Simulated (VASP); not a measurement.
Set up this calculation in VASP 6.6.1, as the native input.

* Task: single point
* Functional: HSE06
* Potentials or basis: VASP PAW PBE potentials, release 64 (Sn_d)
* Cutoff: 520 eV
* k mesh: 6 × 6 × 6
* Occupations: fermi-dirac, width 0.05 eV
* Spin: no spin polarisation
* Dipole correction: no
* Grid for exact exchange (PRECFOCK): Normal
* Further INCAR settings: ALGO = Normal; EDIFF = 1e-06; NBANDS = 13
* Share of exact exchange: 0.25
* Screening parameter: 0.2079 1/Å

Sn:

```
Sn
1.0
    -1.69129    1.73930    2.29061
     1.69129   -1.73930    2.29061
     1.69129    1.73930   -2.29061
Sn
1
Cartesian
  0.0000 0.0000 0.0000
```

The input as run:

POSCAR

```
Sn
1.0
   -1.6912936206      1.7393011766      2.2906073406
    1.6912936206     -1.7393011766      2.2906073406
    1.6912936206      1.7393011766     -2.2906073406
Sn
1
Direct
    0.0000000000      0.0000000000      0.0000000000
```

INCAR.step1

```
PREC     = Accurate       # precision mode
ENCUT    = 520            # plane-wave cutoff, eV
EDIFF    = 1E-5           # SCF threshold, eV
ISMEAR   = -1             # smearing method
SIGMA    = 0.05           # smearing width, eV
LREAL    = False          # projectors in reciprocal space
LASPH    = True           # aspherical terms in the spheres
NELM     = 100            # most SCF steps
ALGO     = Normal         # electronic algorithm
ISIF     = 2              # what is computed and relaxed
LWAVE    = True           # write WAVECAR
LCHARG   = False          # write CHGCAR
NBANDS   = 13             # bands
GGA      = PE             # functional
```

INCAR.step2

```
PREC     = Accurate       # precision mode
ENCUT    = 520            # plane-wave cutoff, eV
EDIFF    = 1E-6           # SCF threshold, eV
ISMEAR   = -1             # smearing method
SIGMA    = 0.05           # smearing width, eV
LREAL    = False          # projectors in reciprocal space
LASPH    = True           # aspherical terms in the spheres
NELM     = 100            # most SCF steps
ALGO     = Normal         # electronic algorithm
ISIF     = 2              # what is computed and relaxed
LWAVE    = False          # write WAVECAR
LCHARG   = False          # write CHGCAR
GGA      = PE             # functional
LHFCALC  = True           # exact exchange
HFSCREEN = 0.2079         # screening, 1/A
PRECFOCK = Normal       
NBANDS   = 13             # bands
ISTART   = 1
```

KPOINTS

```
regular mesh
0
Gamma
  6 6 6
```

Potentials or basis: VASP PAW PBE potentials, release 64 (Sn_d).

Command:

```bash
$ cat potpaw_PBE.64/Sn_d/POTCAR > POTCAR
$ cp INCAR.step1 INCAR
$ mpirun -np 1 vasp_std > vasp.out
$ cp INCAR.step2 INCAR
$ mpirun -np 1 vasp_std > vasp.out
```

It gave:

```
Pressure               : 1.4 GPa
Band gap on the k mesh : zero (bands 7 and 8 overlap by 10.69 eV)
```

Caveat: the k points lie up to 0.38 Å⁻¹ apart, too coarse for converged energies and pressures of a metal; the PAW data sets were made with another functional, which shifts forces and pressure a little; spin-orbit coupling is left out, which moves the levels of the heavy elements.

Wall time 55 min on 1 thread of Intel Xeon 8259CL, on a shared host, peak memory 0.27 GiB.
